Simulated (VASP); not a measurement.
# BiTe (P-3m1) in VASP: further runs

BiTe is run at these levels: PBE; tasks: single point.

Everything below comes from runs of VASP 6.6.1. Logs are shortened: lines on timing, memory, paths and dates and some standing lists are left out, and cuts for length are marked.

**1. The cell of the first run**

Symmetry: P-3m1, No. 164, trigonal system. The conventional cell has a = 4.362 Å, b = 4.362 Å, c = 23.725 Å, α = 90.00°, β = 90.00°, γ = 120.00°. Bi (site symmetry 3m) has 6 Te at 3.05 to 3.22 Å within 4.0 Å. Within 4.0 Å of Bi (site symmetry 3m) lie 6 Te at 3.06 to 3.21 Å. Bi (site symmetry 3m) has 3 Bi at 3.04 Å and 3 Te at 3.43 Å within 4.0 Å. Within 4.0 Å of Te (site symmetry 3m) lie 3 Bi at 3.05 Å and 3 Te at 3.50 Å. Te (site symmetry 3m) has 6 Bi at 3.21 to 3.22 Å and 12 Te at 4.36 to 4.50 Å within 4.6 Å. Within 4.0 Å of Te (site symmetry 3m) lie 6 Bi at 3.06 to 3.43 Å.

**2. Single point, PBE (32.58 Å³/atom)**

Contents of INCAR:

```
PREC = Accurate ; ENCUT = 520
EDIFF = 1E-6 ; ISMEAR = -1
SIGMA = 0.05 ; LREAL = False
LASPH = True ; NELM = 60
ALGO = Normal ; ISIF = 2
LWAVE = False ; LCHARG = False
GGA = PE ; NBANDS = 75
KPAR = 4
```

Contents of KPOINTS:

```
regular mesh
0
Gamma
  11 11 2
```

Contents of POSCAR:

```
BiTe
1.0
    4.3622340651      0.0000000000      0.0000000000
   -2.1811170325      3.7778055177      0.0000000000
    0.0000000000      0.0000000000     23.7249601551
Bi Te
6 6
Direct
    0.0000000000      0.0000000000      0.1238893892
    0.0000000000      0.0000000000      0.8761106108
    0.3333333333      0.6666666667      0.2922252582
    0.6666666667      0.3333333333      0.7077747418
    0.6666666667      0.3333333333      0.4641654051
    0.3333333333      0.6666666667      0.5358345949
    0.3333333333      0.6666666667      0.0512399472
    0.6666666667      0.3333333333      0.9487600528
    0.6666666667      0.3333333333      0.2085241976
    0.3333333333      0.6666666667      0.7914758024
    0.0000000000      0.0000000000      0.3657434024
    0.0000000000      0.0000000000      0.6342565976
```

Potentials or basis: VASP PAW PBE potentials, release 64 (Bi_d, Te).

Run with:

```
> cat potpaw_PBE.64/Bi_d/POTCAR potpaw_PBE.64/Te/POTCAR > POTCAR
> mpirun -np 4 vasp_std > vasp.out
```

OUTCAR:

```text
PREC = Accurate
   ENCUT = 520
   EDIFF = 1E-6
   ISMEAR = -1
   LREAL = False
   LASPH = True
   NELM = 60
   ISIF = 2
   GGA = PE

 ion  position               nearest neighbor table
   1  0.000  0.000  0.124-   7 3.05   7 3.05   7 3.05   9 3.22   9 3.22   9 3.22
   2  0.000  0.000  0.876-   8 3.05   8 3.05   8 3.05  10 3.22  10 3.22  10 3.22
   3  0.333  0.667  0.292-  11 3.06  11 3.06  11 3.06   9 3.21   9 3.21   9 3.21
   4  0.667  0.333  0.708-  12 3.06  12 3.06  12 3.06  10 3.21  10 3.21  10 3.21
   5  0.667  0.333  0.464-   6 3.04   6 3.04   6 3.04  11 3.43  11 3.43  11 3.43
   6  0.333  0.667  0.536-   5 3.04   5 3.04   5 3.04  12 3.43  12 3.43  12 3.43
   7  0.333  0.667  0.051-   1 3.05   1 3.05   1 3.05   8 3.50   8 3.50   8 3.50
   8  0.667  0.333  0.949-   2 3.05   2 3.05   2 3.05   7 3.50   7 3.50   7 3.50
   9  0.667  0.333  0.209-   3 3.21   3 3.21   3 3.21   1 3.22   1 3.22   1 3.22
  10  0.333  0.667  0.791-   4 3.21   4 3.21   4 3.21   2 3.22   2 3.22   2 3.22
  11  0.000  0.000  0.366-   3 3.06   3 3.06   3 3.06   5 3.43   5 3.43   5 3.43
  12  0.000  0.000  0.634-   4 3.06   4 3.06   4 3.06   6 3.43   6 3.43   6 3.43

  LATTYP: Found a hexagonal cell.
 ALAT       =     4.3622340651
 C/A-ratio  =     5.4387178223

  Lattice vectors:

 A1 = (   4.3622340651,   0.0000000000,   0.0000000000)
 A2 = (  -2.1811170325,   3.7778055177,   0.0000000000)
 A3 = (   0.0000000000,   0.0000000000,  23.7249601551)

Analysis of symmetry for initial positions (statically):
=====================================================================
 Subroutine PRICEL returns:
 Original cell was already a primitive cell.

 Routine SETGRP: Setting up the symmetry group for a
 hexagonal supercell.

 Subroutine GETGRP returns: Found 12 space group operations
 (whereof 12 operations were pure point group operations)
 out of a pool of 24 trial point group operations.

The static configuration has the point symmetry D_3d.

Analysis of symmetry for dynamics (positions and initial velocities):
=====================================================================
 Subroutine PRICEL returns:
 Original cell was already a primitive cell.

 Routine SETGRP: Setting up the symmetry group for a
 hexagonal supercell.

 Subroutine GETGRP returns: Found 12 space group operations
 (whereof 12 operations were pure point group operations)
 out of a pool of 24 trial point group operations.

The dynamic configuration has the point symmetry D_3d.

 Subroutine INISYM returns: Found 12 space group operations
 (whereof 12 operations are pure point group operations),
 and found     1 'primitive' translations

----------------------------------------------------------------------------------------

                                     Primitive cell

  volume of cell :     390.9796

  direct lattice vectors                    reciprocal lattice vectors
     4.362234065  0.000000000  0.000000000     0.229240335  0.132351969  0.000000000
    -2.181117032  3.777805518  0.000000000     0.000000000  0.264703939  0.000000000
     0.000000000  0.000000000 23.724960155     0.000000000  0.000000000  0.042149702

  length of vectors
     4.362234065  4.362234065 23.724960155     0.264703939  0.264703939  0.042149702

  position of ions in fractional coordinates (direct lattice)
     0.000000000  0.000000000  0.123889389
     0.000000000  0.000000000  0.876110611
     0.333333333  0.666666667  0.292225258
     0.666666667  0.333333333  0.707774742
     0.666666667  0.333333333  0.464165405
     0.333333333  0.666666667  0.535834595
     0.333333333  0.666666667  0.051239947
     0.666666667  0.333333333  0.948760053
     0.666666667  0.333333333  0.208524198
     0.333333333  0.666666667  0.791475802
     0.000000000  0.000000000  0.365743402
     0.000000000  0.000000000  0.634256598

  ion indices of the primitive-cell ions
   primitive index   ion index
                 1           1
                 2           2
                 3           3
                 4           4
                 5           5
                 6           6
                 7           7
                 8           8
                 9           9
                10          10
                11          11
                12          12

----------------------------------------------------------------------------------------

 KPOINTS: regular mesh

Automatic generation of k-mesh.
 Grid dimensions read from file:
 generate k-points for:   11   11    2

 Generating k-lattice:

  Cartesian coordinates                     Fractional coordinates (reciprocal lattice)
     0.020840030  0.012031997  0.000000000     0.090909091  0.000000000  0.000000000
     0.000000000  0.024063994  0.000000000     0.000000000  0.090909091  0.000000000
     0.000000000  0.000000000  0.021074851     0.000000000  0.000000000  0.500000000

  Length of vectors
     0.024063994  0.024063994  0.021074851

  Shift w.r.t. Gamma in fractional coordinates (k-lattice)
     0.000000000  0.000000000  0.000000000

 Subroutine IBZKPT returns following result:
 ===========================================

 Found     32 irreducible k-points:

 Following reciprocal coordinates:
            Coordinates               Weight
  0.000000  0.000000  0.000000      1.000000
  0.090909 -0.000000  0.000000      6.000000
  0.181818 -0.000000  0.000000      6.000000
  0.272727 -0.000000  0.000000      6.000000
  0.363636  0.000000  0.000000      6.000000
  0.454545 -0.000000  0.000000      6.000000
[... 16 lines left out ...]
  0.090909  0.090909  0.500000      6.000000
  0.181818  0.090909  0.500000     12.000000
 [... further k-points ...]
   k-points           NKPTS =     32   k-points in BZ     NKDIM =     32   number of bands    NBANDS=     75
   number of dos      NEDOS =    301   number of ions     NIONS =     12
   total plane-waves  NPLWV = 184320
   dimension x,y,z NGX =    32 NGY =   32 NGZ =  180
   dimension x,y,z NGXF=    64 NGYF=   64 NGZF=  360
   ions per type =               6   6
   NGX,Y,Z   is equivalent  to a cutoff of  12.20, 12.20, 12.61 a.u.
   NGXF,Y,Z  is equivalent  to a cutoff of  24.39, 24.39, 25.23 a.u.
 SYSTEM =  unknown system
   PREC   = accura    normal or accurate (medium, high low for compatibility)
   ISTART =      0    job   : 0-new  1-cont  2-samecut
   ICHARG =      2    charge: 1-file 2-atom 10-const
   ISPIN  =      1    spin polarized calculation?
   LNONCOLLINEAR =      F non collinear calculations
   LSORBIT =      F    spin-orbit coupling
   LASPH  =      T    aspherical Exc in radial PAW
   ENCUT  =  520.0 eV  38.22 Ry    6.18 a.u.   8.11  8.11 44.11*2*pi/ulx,y,z
   NELM   =     60;   NELMIN=  2; NELMDL= -5     # of ELM steps
   EDIFF  = 0.1E-05   stopping-criterion for ELM
   LREAL  =      F    real-space projection
   EDIFFG = 0.1E-04   stopping-criterion for IOM
   NSW    =      0    number of steps for IOM
   IBRION =     -1    ionic relax: 0-MD 1-quasi-New 2-CG
   NFREE  =      0    steps in history (QN), initial steepest desc. (CG)
   ISIF   =      2    stress and relaxation
   ISYM   =      2    0-nonsym 1-usesym 2-fastsym
   POTIM  = 0.5000    time-step for ionic-motion
   TEBEG  =    0.0;   TEEND  =   0.0 temperature during run
   PSTRESS=    0.0 pullay stress
   NELECT =     126.0000    total number of electrons
   NUPDOWN=      -1.0000    fix difference up-down
   EMIN   =  10.00;   EMAX   =-10.00  energy-range for DOS
   EFERMI =   0.00;   METHOD = LEGACY
   ISMEAR =    -1;   SIGMA  =   0.05  broadening in eV -4-tet -1-fermi 0-gaus
   EFERMI_NEDOS =   21; number of points for ismear=-14 and -15
   IALGO  =     38    algorithm
   IMIX   =      4    mixing-type and parameters
     AMIX     =   0.40;   BMIX     =  1.00
     AMIX_MAG =   1.60;   BMIX_MAG =  1.00
  volume/ion in A,a.u.               =      32.58       219.87
  Fermi-wavevector in a.u.,A,eV,Ry     =   1.122398  2.121025 17.140319  1.259778
  Thomas-Fermi vector in A             =   2.259058
   LORBIT       =      0    0 simple, 1 ext, 2 COOP (PROOUT), +10 PAW based schemes
   GGA     = PE    functional components
   LHFCALC =     F    Hartree Fock is set to
   AEXX    =    0.0000 exact exchange contribution
   IVDW    =     0    specifies the selected vdW correction
   LEPSILON=     F    determine dielectric tensor
   LRPA    =     F    only Hartree local field effects (RPA)
 non-spin polarized calculation
  energy-cutoff  :      520.00
  volume of cell :      390.98
 maximum number of plane-waves:     10562
   NGX = 17   NGY = 17   NGZ = 89

 number of electron     126.0000006 magnetization

 Free energy of the ion-electron system (eV)
  ---------------------------------------------------
  ext. energy  EPLUGINS =         0.00000000
  ---------------------------------------------------
  free energy    TOTEN  =       -44.13070508 eV

  energy without entropy =      -44.12808541  energy(sigma->0) =      -44.12939525

 E-fermi :   7.0732     XC(G=0):  -9.5801

 val. band max:        6.9342501325   @ k =   0.0000   0.0000   0.5000
 cond. band min:       7.1413062400   @ k =   0.0000   0.0000   0.5000
 fundamental gap:      0.2070561075
 Fermi energy:         7.0731600808

 k-point     1 :       0.0000    0.0000    0.0000
  band No.  band energies     occupation
      1     -16.4923      2.00000
      2     -16.4923      2.00000
      3     -16.4923      2.00000
      4     -16.4923      2.00000
      5     -16.4816      2.00000
      6     -16.4815      2.00000
[... 67 lines left out ...]
     74       8.5866      0.00000
     75       8.6696      0.00000

 k-point     2 :       0.0909   -0.0000    0.0000
  band No.  band energies     occupation
      1     -16.4930      2.00000
      2     -16.4930      2.00000
      3     -16.4914      2.00000
      4     -16.4914      2.00000
      5     -16.4810      2.00000
      6     -16.4808      2.00000
[... 67 lines left out ...]
     74       8.8946      0.00000
     75       9.0231      0.00000

 k-point     3 :       0.1818   -0.0000    0.0000
  band No.  band energies     occupation
      1     -16.4952      2.00000
      2     -16.4951      2.00000
      3     -16.4893      2.00000
      4     -16.4893      2.00000
      5     -16.4802      2.00000
      6     -16.4801      2.00000
[... 1627 lines left out ...]
     74       9.2483      0.00000
     75       9.4779      0.00000

 k-point    24 :       0.1818    0.0909    0.5000
  band No.  band energies     occupation
      1     -16.4966      2.00000
      2     -16.4965      2.00000
      3     -16.4886      2.00000
      4     -16.4886      2.00000
      5     -16.4803      2.00000
      6     -16.4803      2.00000
[... 67 lines left out ...]
     74       9.8346      0.00000
     75       9.8675      0.00000

 [... further k-points ...]
[... 5 lines left out ...]
  --------------------------------------------------------------------------------------
  -------------------------------------------------------------------------------------
  Total        9.8532756      9.8532756      9.3214596      0.0000000      0.0000000      0.0000000
  in kB       40.3772892     40.3772892     38.1979848      0.0000000      0.0000000      0.0000000
  external PRESSURE =      39.6508544 kB  Pullay stress =       0.0000000 kB

 VOLUME and BASIS-vectors are now :
 -----------------------------------------------------------------------------
  energy-cutoff  :      520.00
  volume of cell :      390.98
      direct lattice vectors                 reciprocal lattice vectors
     4.362234065  0.000000000  0.000000000     0.229240335  0.132351969  0.000000000
    -2.181117032  3.777805518  0.000000000     0.000000000  0.264703939  0.000000000
     0.000000000  0.000000000 23.724960155     0.000000000  0.000000000  0.042149702

 POSITION                                       TOTAL-FORCE (eV/Angst)
 -----------------------------------------------------------------------------------
      0.00000      0.00000      2.93927        -0.000000      0.000000      0.027764
      0.00000      0.00000     20.78569        -0.000000      0.000000     -0.027764
     -0.00000      2.51854      6.93303        -0.000000      0.000000     -0.021217
      2.18112      1.25927     16.79193         0.000000     -0.000000      0.021217
      2.18112      1.25927     11.01231         0.000000      0.000000     -0.011352
     -0.00000      2.51854     12.71265         0.000000      0.000000      0.011352
     -0.00000      2.51854      1.21567         0.000000      0.000000     -0.016077
      2.18112      1.25927     22.50929         0.000000     -0.000000      0.016077
      2.18112      1.25927      4.94723         0.000000      0.000000      0.000888
     -0.00000      2.51854     18.77773         0.000000     -0.000000     -0.000888
      0.00000      0.00000      8.67725         0.000000     -0.000000      0.000981
      0.00000      0.00000     15.04771        -0.000000      0.000000     -0.000981
 -----------------------------------------------------------------------------------
    total drift:                               -0.000000      0.000000      0.000000

  FREE ENERGIE OF THE ION-ELECTRON SYSTEM (eV)
  ---------------------------------------------------
  free  energy   TOTEN  =       -44.1307050793 eV

  energy  without entropy=      -44.1280854144  energy(sigma->0) =      -44.12939525
```

Wall time 8.3 min (4 MPI ranks of AMD EPYC 7R13 (Zen 3), shared host); peak memory 0.86 GiB.

What came out:

| Property | Result |
| --- | --- |
| Free energy | -44.1307 eV |
| Pressure | 4.0 GPa |
| Largest force | 0.028 eV/Å |
| Band gap on the k mesh | 0.21 eV |

Forces on the atoms (eV/Å):
```
Bi   0.000  0.000  0.028
Bi   0.000  0.000 -0.028
Bi   0.000  0.000 -0.021
Bi   0.000  0.000  0.021
Bi   0.000  0.000 -0.011
Bi   0.000  0.000  0.011
Te   0.000  0.000 -0.016
Te   0.000  0.000  0.016
Te   0.000  0.000  0.001
Te   0.000  0.000 -0.001
Te   0.000  0.000  0.001
Te   0.000  0.000 -0.001
```

Levels at points of the mesh, in eV from the valence-band top:
| k point | band 60 | band 61 | band 62 | band 63 | band 64 | band 65 | band 66 | band 67 |
| --- | --- | --- | --- | --- | --- | --- | --- | --- |
| (0.00, 0.00, 0.00) | -0.48 | -0.37 | -0.37 | -0.10 | 0.35 | 0.49 | 0.49 | 0.59 |
| (0.00, 0.00, 0.50) | -0.51 | -0.35 | -0.35 | 0.00 | 0.21 | 0.34 | 0.34 | 0.80 |

Caveat: the cell stands under pressure; spin-orbit coupling is left out, which moves the levels of the heavy elements.

**3. Single point, PBE**

This run uses another cell than the first one, of 33.94 Å³/atom.

Contents of INCAR:

```
ALGO = Normal ; EDIFF = 1E-7
ENCUT = 520 ; GGA = PE
ISIF = 2 ; ISMEAR = -1
KPAR = 4 ; LASPH = T
LCHARG = F ; LREAL = F
LWAVE = F ; NBANDS = 75
NELM = 100 ; PREC = Accurate
SIGMA = 0.05
```

Contents of KPOINTS:

```
k-points
0
Gamma
  11 11 2
```

Contents of POSCAR:

```
BiTe
1.0
    4.4219981227      0.0000000000      0.0000000000
   -2.2109990613      3.8295627097      0.0000000000
    0.0000000000      0.0000000000     24.0500000000
Bi Te
6 6
Direct
    0.0000000000      0.0000000000      0.1247650301
    0.0000000000      0.0000000000      0.8752349699
    0.3333333333      0.6666666667      0.2916185139
    0.6666666667      0.3333333333      0.7083814861
    0.6666666667      0.3333333333      0.4649501255
    0.3333333333      0.6666666667      0.5350498745
    0.3333333333      0.6666666667      0.0535933258
    0.6666666667      0.3333333333      0.9464066742
    0.6666666667      0.3333333333      0.2087189294
    0.3333333333      0.6666666667      0.7912810706
    0.0000000000      0.0000000000      0.3636049667
    0.0000000000      0.0000000000      0.6363950333
```

Potentials or basis: VASP PAW PBE potentials, release 64 (Bi_d, Te).

Run with:

```
> cat potpaw_PBE.64/Bi_d/POTCAR potpaw_PBE.64/Te/POTCAR > POTCAR
> mpirun -np 4 vasp_std > vasp.out
```

Wall time 9.3 min (4 MPI ranks of Intel Xeon Platinum 8259CL at 2.50GHz (Skylake/Cascade Lake), shared host); peak memory 0.97 GiB.

Results (log left out):

```yaml
Free_energy: -44.4324 eV
Pressure: 2.0 GPa
Largest_force: 0.015 eV/Å
Band_gap_on_the_k_mesh: 0.16 eV (least direct gap 0.20 eV)
```

Forces on the atoms (eV/Å):
```
Bi   0.000  0.000  0.011
Bi   0.000  0.000 -0.011
Bi   0.000  0.000 -0.011
Bi   0.000  0.000  0.011
Bi   0.000  0.000 -0.009
Bi   0.000  0.000  0.009
Te   0.000  0.000 -0.012
Te   0.000  0.000  0.012
Te   0.000  0.000 -0.003
Te   0.000  0.000  0.003
Te   0.000  0.000  0.015
Te   0.000  0.000 -0.015
```

Levels at points of the mesh, in eV from the valence-band top:
| k point | band 60 | band 61 | band 62 | band 63 | band 64 | band 65 | band 66 | band 67 |
| --- | --- | --- | --- | --- | --- | --- | --- | --- |
| (0.00, 0.00, 0.00) | -0.49 | -0.34 | -0.34 | -0.12 | 0.26 | 0.52 | 0.52 | 0.62 |
| (0.00, 0.00, 0.50) | -0.51 | -0.33 | -0.33 | -0.05 | 0.16 | 0.41 | 0.41 | 0.78 |

Caveat: spin-orbit coupling is left out, which moves the levels of the heavy elements. A k mesh can miss the band edges.

[end of part 1 of 2]
